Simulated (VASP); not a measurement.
A run of VASP 6.6.1 is set up as follows.

POSCAR

```
KI
1.0
    4.1797542827      0.0000000000      0.0000000000
    0.0000000000      4.1797542827      0.0000000000
    0.0000000000      0.0000000000      4.1797542827
K I
1 1
Direct
    0.0000000000      0.0000000000      0.0000000000
    0.5000000000      0.5000000000      0.5000000000
```

Contents of INCAR.step1:

```
SYSTEM = KI
PREC = Accurate ; ENCUT = 520
ISMEAR = 0 ; SIGMA = 0.02
LREAL = .FALSE. ; LASPH = .TRUE.
NELM = 100 ; NBANDS = 15
GGA = PE ; ALGO = Normal
EDIFF = 1E-4 ; LWAVE = .TRUE.
LCHARG = .FALSE.
```

Contents of INCAR.step2:

```
SYSTEM = KI
PREC = Accurate ; ENCUT = 520
EDIFF = 1E-7 ; ISMEAR = 0
SIGMA = 0.02 ; LREAL = .FALSE.
LASPH = .TRUE. ; NELM = 100
ALGO = Normal ; ISIF = 2
LWAVE = .FALSE. ; LCHARG = .FALSE.
METAGGA = R2SCAN ; LMIXTAU = .TRUE.
NBANDS = 15 ; ISTART = 1
```

KPOINTS

```
Automatic mesh
0
G
  6 6 6
  0 0 0
```

Potentials or basis: VASP PAW PBE potentials, release 64 (K_sv, I).

The run is started by

```bash
$ cat potpaw_PBE.64/K_sv/POTCAR potpaw_PBE.64/I/POTCAR > POTCAR
$ cp INCAR.step1 INCAR
$ mpirun -np 1 vasp_std > vasp.out
$ cp INCAR.step2 INCAR
$ mpirun -np 1 vasp_std > vasp.out
```

Estimate the pressure.

1.4 GPa.

What does it give for the band gap on the k mesh?

4.28 eV (least direct gap 4.35 eV).

Caveat: the cell differs from its parent crystal (strained); the PAW data sets were made with another functional, which shifts forces and pressure a little; spin-orbit coupling is left out, which moves the levels of the heavy elements. A k mesh can miss the band edges.
